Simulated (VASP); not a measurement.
# ScSi2 (P6/mmm) in VASP: notebook

Runs on ScSi2. Level: PBEsol. Tasks: electric field gradients.

Program: VASP 6.6.1. These are calculated values, not measurements. Logs are shortened: lines on timing, memory, paths and dates and some standing lists are left out, and cuts for length are marked.

**1. The cell of the first run**

Symmetry: P6/mmm, No. 191, hexagonal system. Conventional cell: a = 3.585 Å, b = 3.585 Å, c = 3.791 Å, α = 90.00°, β = 90.00°, γ = 120.00°. Within 3.8 Å of Sc (site symmetry 6/mmm) lie 12 Si at 2.81 Å and 8 Sc at 3.59 to 3.79 Å. Within 2.9 Å of Si (site symmetry -6m2) lie 3 Si at 2.07 Å and 6 Sc at 2.81 Å.

**2. Electric field gradients, PBEsol (14.07 Å³/atom)**

Contents of INCAR:

```
SYSTEM = ScSi2
PREC = Accurate
ENCUT = 520
EDIFF = 1E-8
ISMEAR = -1
SIGMA = 0.05
LREAL = .False.
LASPH = .True.
NELM = 80
ALGO = Normal
ISIF = 2
LWAVE = .False.
LCHARG = .False.
GGA = PS
LEFG = .True.
NBANDS = 16
```

Contents of KPOINTS:

```
regular mesh
0
Gamma
  13 13 11
  0 0 0
```

Contents of POSCAR:

```
ScSi2
1.0
    3.5852838948      0.0000000000      0.0000000000
   -1.7926419474      3.1049469327      0.0000000000
    0.0000000000      0.0000000000      3.7909982407
Sc Si
1 2
Direct
    0.0000000000      0.0000000000      0.0000000000
    0.3333333333      0.6666666667      0.5000000000
    0.6666666667      0.3333333333      0.5000000000
```

Potentials or basis: VASP PAW PBE potentials, release 64 (Sc_sv, Si).

The run is started by

```
cat potpaw_PBE.64/Sc_sv/POTCAR potpaw_PBE.64/Si/POTCAR > POTCAR
mpirun -np 1 vasp_std > vasp.out
```

OUTCAR:

```text
SYSTEM = ScSi2
   PREC = Accurate
   ENCUT = 520
   EDIFF = 1E-8
   ISMEAR = -1
   LREAL = .False.
   LASPH = .True.
   NELM = 80
   ISIF = 2
   GGA = PS

 ion  position               nearest neighbor table
   1  0.000  0.000  0.000-   2 2.81   3 2.81   2 2.81   3 2.81   3 2.81   3 2.81   2 2.81   2 2.81
                             3 2.81   3 2.81   2 2.81   2 2.81
   2  0.333  0.667  0.500-   3 2.07   3 2.07   3 2.07   1 2.81   1 2.81   1 2.81   1 2.81   1 2.81
                             1 2.81
   3  0.667  0.333  0.500-   2 2.07   2 2.07   2 2.07   1 2.81   1 2.81   1 2.81   1 2.81   1 2.81
                             1 2.81

  LATTYP: Found a hexagonal cell.
 ALAT       =     3.5852838948
 C/A-ratio  =     1.0573774217

  Lattice vectors:

 A1 = (   3.5852838948,   0.0000000000,   0.0000000000)
 A2 = (  -1.7926419474,   3.1049469327,   0.0000000000)
 A3 = (   0.0000000000,   0.0000000000,   3.7909982407)

Analysis of symmetry for initial positions (statically):
=====================================================================
 Subroutine PRICEL returns:
 Original cell was already a primitive cell.

 Routine SETGRP: Setting up the symmetry group for a
 hexagonal supercell.

 Subroutine GETGRP returns: Found 24 space group operations
 (whereof 24 operations were pure point group operations)
 out of a pool of 24 trial point group operations.

The static configuration has the point symmetry D_6h.

Analysis of symmetry for dynamics (positions and initial velocities):
=====================================================================
 Subroutine PRICEL returns:
 Original cell was already a primitive cell.

 Routine SETGRP: Setting up the symmetry group for a
 hexagonal supercell.

 Subroutine GETGRP returns: Found 24 space group operations
 (whereof 24 operations were pure point group operations)
 out of a pool of 24 trial point group operations.

The dynamic configuration has the point symmetry D_6h.

 Subroutine INISYM returns: Found 24 space group operations
 (whereof 24 operations are pure point group operations),
 and found     1 'primitive' translations

----------------------------------------------------------------------------------------

                                     Primitive cell

  volume of cell :      42.2018

  direct lattice vectors                    reciprocal lattice vectors
     3.585283895  0.000000000  0.000000000     0.278917940  0.161033348  0.000000000
    -1.792641947  3.104946933  0.000000000     0.000000000  0.322066696  0.000000000
     0.000000000  0.000000000  3.790998241     0.000000000  0.000000000  0.263782766

  length of vectors
     3.585283895  3.585283895  3.790998241     0.322066696  0.322066696  0.263782766

  position of ions in fractional coordinates (direct lattice)
     0.000000000  0.000000000  0.000000000
     0.333333333  0.666666667  0.500000000
     0.666666667  0.333333333  0.500000000

  ion indices of the primitive-cell ions
   primitive index   ion index
                 1           1
                 2           2
                 3           3

----------------------------------------------------------------------------------------

 KPOINTS: regular mesh

Automatic generation of k-mesh.
 Grid dimensions read from file:
 generate k-points for:   13   13   11

 Generating k-lattice:

  Cartesian coordinates                     Fractional coordinates (reciprocal lattice)
     0.021455226  0.012387181  0.000000000     0.076923077  0.000000000  0.000000000
     0.000000000  0.024774361  0.000000000     0.000000000  0.076923077  0.000000000
     0.000000000  0.000000000  0.023980251     0.000000000  0.000000000  0.090909091

  Length of vectors
     0.024774361  0.024774361  0.023980251

  Shift w.r.t. Gamma in fractional coordinates (k-lattice)
     0.000000000  0.000000000  0.000000000

 Subroutine IBZKPT returns following result:
 ===========================================

 Found    126 irreducible k-points:

 Following reciprocal coordinates:
            Coordinates               Weight
  0.000000  0.000000  0.000000      1.000000
  0.076923  0.000000  0.000000      6.000000
  0.153846  0.000000  0.000000      6.000000
  0.230769  0.000000  0.000000      6.000000
  0.307692  0.000000  0.000000      6.000000
  0.384615  0.000000  0.000000      6.000000
[... 16 lines left out ...]
  0.076923  0.000000  0.090909     12.000000
  0.153846  0.000000  0.090909     12.000000
 [... further k-points ...]
   k-points           NKPTS =    126   k-points in BZ     NKDIM =    126   number of bands    NBANDS=     16
   number of dos      NEDOS =    301   number of ions     NIONS =      3
   total plane-waves  NPLWV =  21952
   dimension x,y,z NGX =    28 NGY =   28 NGZ =   28
   dimension x,y,z NGXF=    56 NGYF=   56 NGZF=   56
   ions per type =               1   2
   NGX,Y,Z   is equivalent  to a cutoff of  12.98, 12.98, 12.28 a.u.
   NGXF,Y,Z  is equivalent  to a cutoff of  25.97, 25.97, 24.56 a.u.
 SYSTEM =  ScSi2
   PREC   = accura    normal or accurate (medium, high low for compatibility)
   ISTART =      0    job   : 0-new  1-cont  2-samecut
   ICHARG =      2    charge: 1-file 2-atom 10-const
   ISPIN  =      1    spin polarized calculation?
   LNONCOLLINEAR =      F non collinear calculations
   LSORBIT =      F    spin-orbit coupling
   LASPH  =      T    aspherical Exc in radial PAW
   ENCUT  =  520.0 eV  38.22 Ry    6.18 a.u.   6.67  6.67  7.05*2*pi/ulx,y,z
   NELM   =     80;   NELMIN=  2; NELMDL= -5     # of ELM steps
   EDIFF  = 0.1E-07   stopping-criterion for ELM
   LREAL  =      F    real-space projection
   EDIFFG = 0.1E-06   stopping-criterion for IOM
   NSW    =      0    number of steps for IOM
   IBRION =     -1    ionic relax: 0-MD 1-quasi-New 2-CG
   NFREE  =      0    steps in history (QN), initial steepest desc. (CG)
   ISIF   =      2    stress and relaxation
   ISYM   =      2    0-nonsym 1-usesym 2-fastsym
   POTIM  = 0.5000    time-step for ionic-motion
   TEBEG  =    0.0;   TEEND  =   0.0 temperature during run
   PSTRESS=    0.0 pullay stress
   NELECT =      19.0000    total number of electrons
   NUPDOWN=      -1.0000    fix difference up-down
   EMIN   =  10.00;   EMAX   =-10.00  energy-range for DOS
   EFERMI =   0.00;   METHOD = LEGACY
   ISMEAR =    -1;   SIGMA  =   0.05  broadening in eV -4-tet -1-fermi 0-gaus
   EFERMI_NEDOS =   21; number of points for ismear=-14 and -15
   IALGO  =     38    algorithm
   IMIX   =      4    mixing-type and parameters
     AMIX     =   0.40;   BMIX     =  1.00
     AMIX_MAG =   1.60;   BMIX_MAG =  1.00
  volume/ion in A,a.u.               =      14.07        94.93
  Fermi-wavevector in a.u.,A,eV,Ry     =   1.254726  2.371088 21.420163  1.574338
  Thomas-Fermi vector in A             =   2.388517
   LORBIT       =      0    0 simple, 1 ext, 2 COOP (PROOUT), +10 PAW based schemes
   GGA     = PS    functional components
   LHFCALC =     F    Hartree Fock is set to
   AEXX    =    0.0000 exact exchange contribution
   IVDW    =     0    specifies the selected vdW correction
   LEPSILON=     F    determine dielectric tensor
   LRPA    =     F    only Hartree local field effects (RPA)
 non-spin polarized calculation
  energy-cutoff  :      520.00
  volume of cell :       42.20
 maximum number of plane-waves:      1160
 NGX is ok and might be reduce to    28
   NGX = 13   NGY = 13   NGZ = 15

 number of electron      19.0000001 magnetization

 Free energy of the ion-electron system (eV)
  ---------------------------------------------------
  ext. energy  EPLUGINS =         0.00000000
  ---------------------------------------------------
  free energy    TOTEN  =       -18.20835101 eV

  energy without entropy =      -18.19304775  energy(sigma->0) =      -18.20069938

 E-fermi :   9.7926     XC(G=0): -11.6114

 val. band max:        9.7889066081   @ k =   0.1538   0.0000   0.2727
 cond. band min:       9.7997549952   @ k =   0.2308   0.0769   0.3636
 fundamental gap:      0.0108483871
 Fermi energy:         9.7926492724

 k-point     1 :       0.0000    0.0000    0.0000
  band No.  band energies     occupation
      1     -39.3560      2.00000
      2     -18.1901      2.00000
      3     -18.0884      2.00000
      4     -18.0884      2.00000
      5      -4.4267      2.00000
      6       6.2039      2.00000
[... 8 lines left out ...]
     15      12.6998      0.00000
     16      12.6998      0.00000

 k-point     2 :       0.0769    0.0000    0.0000
  band No.  band energies     occupation
      1     -39.3551      2.00000
      2     -18.1885      2.00000
      3     -18.0984      2.00000
      4     -18.0906      2.00000
      5      -4.3350      2.00000
      6       5.7969      2.00000
[... 8 lines left out ...]
     15      12.7752      0.00000
     16      12.9087      0.00000

 k-point     3 :       0.1538    0.0000    0.0000
  band No.  band energies     occupation
      1     -39.3527      2.00000
      2     -18.1840      2.00000
      3     -18.1259      2.00000
      4     -18.0967      2.00000
      5      -4.0628      2.00000
      6       4.7274      2.00000
[... 8 lines left out ...]
     15      13.1210      0.00000
     16      13.5123      0.00000

 k-point     4 :       0.2308    0.0000    0.0000
  band No.  band energies     occupation
      1     -39.3493      2.00000
      2     -18.1777      2.00000
      3     -18.1642      2.00000
      4     -18.1053      2.00000
      5      -3.6180      2.00000
      6       3.4701      2.00000
[... 8 lines left out ...]
     15      14.4521      0.00000
     16      14.5687      0.00000
[... 324 lines left out ...]
 k-point    22 :       0.0000    0.0000    0.0909
  band No.  band energies     occupation
      1     -39.3556      2.00000
      2     -18.1984      2.00000
      3     -18.0878      2.00000
      4     -18.0878      2.00000
      5      -4.3600      2.00000
      6       5.4961      2.00000
[... 8 lines left out ...]
     15      12.4587      0.00000
     16      12.4587      0.00000

 k-point    23 :       0.0769    0.0000    0.0909
  band No.  band energies     occupation
      1     -39.3547      2.00000
      2     -18.1967      2.00000
      3     -18.0977      2.00000
      4     -18.0900      2.00000
      5      -4.2698      2.00000
      6       5.5343      2.00000
[... 8 lines left out ...]
     15      12.5191      0.00000
     16      12.7128      0.00000

 k-point    24 :       0.1538    0.0000    0.0909
  band No.  band energies     occupation
      1     -39.3523      2.00000
      2     -18.1920      2.00000
      3     -18.1250      2.00000
      4     -18.0961      2.00000
      5      -4.0017      2.00000
      6       4.7624      2.00000
[... 8 lines left out ...]
     15      13.1897      0.00000
     16      13.3438      0.00000

 [... further k-points ...]
[... 5 lines left out ...]
  --------------------------------------------------------------------------------------
  -------------------------------------------------------------------------------------
  Total       13.4392047     13.4392047      0.9626122      0.0000000      0.0000000      0.0000000
  in kB      510.2145476    510.2145476     36.5452222      0.0000000      0.0000000      0.0000000
  external PRESSURE =     352.3247725 kB  Pullay stress =       0.0000000 kB

 VOLUME and BASIS-vectors are now :
 -----------------------------------------------------------------------------
  energy-cutoff  :      520.00
  volume of cell :       42.20
      direct lattice vectors                 reciprocal lattice vectors
     3.585283895  0.000000000  0.000000000     0.278917940  0.161033348  0.000000000
    -1.792641947  3.104946933  0.000000000     0.000000000  0.322066696  0.000000000
     0.000000000  0.000000000  3.790998241     0.000000000  0.000000000  0.263782766

 POSITION                                       TOTAL-FORCE (eV/Angst)
 -----------------------------------------------------------------------------------
      0.00000      0.00000      0.00000        -0.000000      0.000000      0.000000
     -0.00000      2.06996      1.89550         0.000000      0.000000      0.000000
      1.79264      1.03498      1.89550        -0.000000     -0.000000      0.000000
 -----------------------------------------------------------------------------------
    total drift:                               -0.000000      0.000000      0.000000

  FREE ENERGIE OF THE ION-ELECTRON SYSTEM (eV)
  ---------------------------------------------------
  free  energy   TOTEN  =       -18.2083510056 eV

  energy  without entropy=      -18.1930477526  energy(sigma->0) =      -18.20069938

 Electric field gradients (V/A^2)
---------------------------------------------------------------------
 ion       V_xx      V_yy      V_zz      V_xy      V_xz      V_yz
---------------------------------------------------------------------
   1       1.085     1.085    -2.170    -0.000     0.000     0.000
   2     -10.265   -10.265    20.530     0.000     0.000    -0.000
   3     -10.265   -10.265    20.530     0.000     0.000    -0.000
---------------------------------------------------------------------

 Electric field gradients after diagonalization (V/A^2)
 (convention: |V_zz| > |V_xx| > |V_yy|)
----------------------------------------------------------------------
 ion       V_xx      V_yy      V_zz     asymmetry (V_yy - V_xx)/ V_zz
----------------------------------------------------------------------
   1       1.085     1.085    -2.170       0.000
   2     -10.265   -10.265    20.530       0.000
   3     -10.265   -10.265    20.530       0.000
----------------------------------------------------------------------

           NMR quadrupolar parameters

 Cq : quadrupolar parameter    Cq=e*Q*V_zz/h
 eta: asymmetry parameters     (V_yy - V_xx)/ V_zz
 Q  : nuclear electric quadrupole moment in mb (millibarn)
----------------------------------------------------------------------
 ion       Cq(MHz)       eta       Q (mb)
----------------------------------------------------------------------
   1      -0.005       0.000       1.000
   2       0.050       0.000       1.000
   3       0.050       0.000       1.000
----------------------------------------------------------------------
```

Wall time 1.8 min (1 thread of Intel Xeon 8259CL, shared host); peak memory 0.22 GiB.

What came out:

```
Free energy                             : -18.2084 eV
Pressure                                : 35.2 GPa
Band gap on the k mesh                  : zero (an odd number of electrons rules out a gap without spin polarisation)
Largest electric field gradient by atom : Sc -2.2; Si +20.5 V/Å²
```

Stress tensor (GPa, compression positive):
```
51.02  0.00  0.00
 0.00 51.02  0.00
 0.00  0.00  3.65
```

Electric field gradients, principal values (V/Å²):
```tsv
atom	least	middle	greatest (by size)
1 Sc	1.085	1.085	-2.170
2 Si	-10.265	-10.265	20.530
3 Si	-10.265	-10.265	20.530
```

Caveat: the cell stands under pressure; without QUAD_EFG the Cq values of the log hold for a quadrupole moment of 1 mb, not for the nuclei; the PAW data sets were made with another functional, which shifts forces and pressure a little.

[end of part 1 of 2]
